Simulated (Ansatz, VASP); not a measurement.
# Two plane-wave programs on Si

```
Si
1.0
     0.00000    2.70097    2.70097
     2.70097    0.00000    2.70097
     2.70097    2.70097    0.00000
Si
2
Direct
  0.75000 0.75000 0.75000
  0.50000 0.50000 0.50000
```

Alike in both runs: functional LDA; k mesh 8 × 8 × 8; occupations gaussian, width 0.02 eV; no spin polarisation.

Ansatz relaxed the structure, and its values are those at the end. VASP's run is a single point on that final structure, the one shown.

|  | VASP | Ansatz |
| --- | --- | --- |
| version | VASP 6.6.1 | Ansatz 0.2.0 |
| potentials or method | VASP PAW LDA potentials, release 64 (Si), cutoff 520 eV | scalar-relativistic, plane waves, PAW |
| valence electrons in the cell | 8 | 8 |

```tsv
	VASP	Ansatz	Ansatz less VASP
gap on the k mesh at the Fermi level (eV)	0.49	0.49	+0.001
least direct gap on the mesh (eV)	2.53	2.53	+0.002
pressure (GPa)	0.1	0.0	-0.04
```

LDA's correlation is that of Perdew and Zunger in VASP and of Perdew and Wang (1992) in Ansatz.
